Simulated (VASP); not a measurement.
Write the native input for VASP 6.6.1 that does the following.

| Property | Result |
| --- | --- |
| Task | single point |
| Functional | PBE |
| Potentials or basis | VASP PAW PBE potentials, release 64 (Os, Rh_pv) |
| Cutoff | 520 eV |
| k mesh | 6 × 6 × 6 |
| Occupations | gaussian, width 0.1 eV |
| Spin | no spin polarisation |
| Dipole correction | no |
| Further INCAR settings | ALGO = Normal; EDIFF = 1e-06; NBANDS = 18 |

The structure of OsRh lies in POSCAR:

```
OsRh
1.0
    1.3568081818      0.7833535690      4.4444739223
   -1.3568081818      0.7833535690      4.4444739223
    0.0000000000     -1.5667071380      4.4444739223
Os Rh
1 1
Direct
    0.0000000000      0.0000000000      0.0000000000
    0.5000000000      0.5000000000      0.5000000000
```

These files were run (other wordings do the same):

INCAR

```
ALGO = Normal
EDIFF = 1E-6
ENCUT = 520
GGA = PE
ISIF = 2
ISMEAR = 0
LASPH = T
LCHARG = F
LREAL = F
LWAVE = F
NBANDS = 18
NELM = 60
PREC = Accurate
SIGMA = 0.1
```

KPOINTS

```
k-points
0
Gamma
  6 6 6
```

Potentials or basis: VASP PAW PBE potentials, release 64 (Os, Rh_pv).

Launch:

```sh
$ cat potpaw_PBE.64/Os/POTCAR potpaw_PBE.64/Rh_pv/POTCAR > POTCAR
$ mpirun -np 1 vasp_std > vasp.out
```

It gave:

| Quantity | Value |
| --- | --- |
| Pressure | 0.1 GPa |
| Band gap on the k mesh | zero (an odd number of electrons rules out a gap without spin polarisation) |

Caveat: the k points lie up to 0.45 Å⁻¹ apart, too coarse for converged energies and pressures of a metal; spin-orbit coupling is left out, which moves the levels of the heavy elements.

Run time: 17 s on 1 thread of Intel(R) Xeon(R) Platinum 8559C (Emerald Rapids), on a shared host, peak memory 0.21 GiB.
